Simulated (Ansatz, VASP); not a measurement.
# BaTiO3 in VASP and in Ansatz

Contents of INCAR:

```
SYSTEM = BaTiO3
PREC     = Accurate       ! precision mode
ENCUT    = 520            ! plane-wave cutoff, eV
EDIFF    = 1E-7           ! SCF threshold, eV
ISMEAR   = -1             ! smearing method
SIGMA    = 0.02           ! smearing width, eV
LREAL    = .False.        ! projectors in reciprocal space
LASPH    = .True.         ! aspherical terms in the spheres
NELM     = 100            ! most SCF steps
ALGO     = Normal         ! electronic algorithm
ISIF     = 2              ! what is computed and relaxed
LWAVE    = .False.        ! write WAVECAR
LCHARG   = .False.        ! write CHGCAR
GGA      = PE             ! functional
NBANDS   = 28             ! bands
```

File KPOINTS:

```
regular mesh
0
Gamma
  6 6 6
  0 0 0
```

The input POSCAR:

```
BaTiO3
1.0
    2.8399983144      1.6396737913      2.3313532688
   -2.8399983144      1.6396737913      2.3313532688
    0.0000000000     -3.2793475827      2.3313532687
Ba Ti O
1 1 3
Direct
   -0.0032057798     -0.0032057798     -0.0032057798
    0.4833346617      0.4833346617      0.4833346617
    0.5098255445      0.5098255445      0.0194200292
    0.0194200292      0.5098255445      0.5098255445
    0.5098255445      0.0194200292      0.5098255445
```

Input for Ansatz:

```yaml
crystal:
  lattice:
    - [2.8399983144, 1.6396737913, 2.3313532688]
    - [-2.8399983144, 1.6396737913, 2.3313532688]
    - [0.0, -3.2793475827, 2.3313532687]
  atoms:
    - { symbol: Ba, position: [-0.0032057798, -0.0032057798, -0.0032057798] }
    - { symbol: Ti, position: [0.4833346617, 0.4833346617, 0.4833346617] }
    - { symbol: O, position: [0.5098255445, 0.5098255445, 0.0194200292] }
    - { symbol: O, position: [0.0194200292, 0.5098255445, 0.5098255445] }
    - { symbol: O, position: [0.5098255445, 0.0194200292, 0.5098255445] }
kpoints:
  mp_grid: { grid: [6, 6, 6] }
  band_path:
    path:
      - [[0.0, 0.0, 0.0], [0.5, 0.5, 0.5], [0.5035661179972, 0.4964338820028, 0.5]]
      - [[0.5, -0.4964338820028, 0.4964338820028], [0.5, -7.787702658644e-18, 9.554999316753e-17], [0.0, 0.0, 0.0], [0.4982169410014, -0.4982169410014, 8.383080416811e-17]]
      - [[0.5017830589986, -2.179804008876e-17, 0.4982169410014], [0.5, 8.278371790467e-19, 0.5], [0.0, 0.0, 0.0]]
    npoints: 10
hamiltonian:
  xc: pbe
scf:
  occupations: { method: fermi_dirac, width: 0.02 }
  n_extra_bands: 5
output:
  forces: true
  stress: true
  eigenvalues: true
```

Alike in both runs: task single point; functional PBE; k mesh 6 × 6 × 6; occupations fermi-dirac, width 0.02 eV; no spin polarisation.

```csv
,VASP,Ansatz
version,VASP 6.6.1,Ansatz 0.2.0
potentials or method,"VASP PAW PBE potentials, release 64 (Ba_sv, Ti_sv, O)","plane waves, PAW"
plane-wave cutoff (eV),520,420
valence electrons in the cell,40,40
```

```tsv
	VASP	Ansatz	Ansatz less VASP
gap on the k mesh at the Fermi level (eV)	2.46	2.51	+0.050
pressure (GPa)	4.9	3.2	-1.72
traceless stress, the component that is largest in VASP (GPa)	-0.14	-0.09	+0.051
rms of the force components (eV/Å)	0.067	0.042	-0.0248
```

Atom by atom the forces differ by 0.031 eV/Å (rms over components). The functional is the same, so the differences come from potentials, cutoffs and numerics.

Spin-orbit coupling is off throughout.
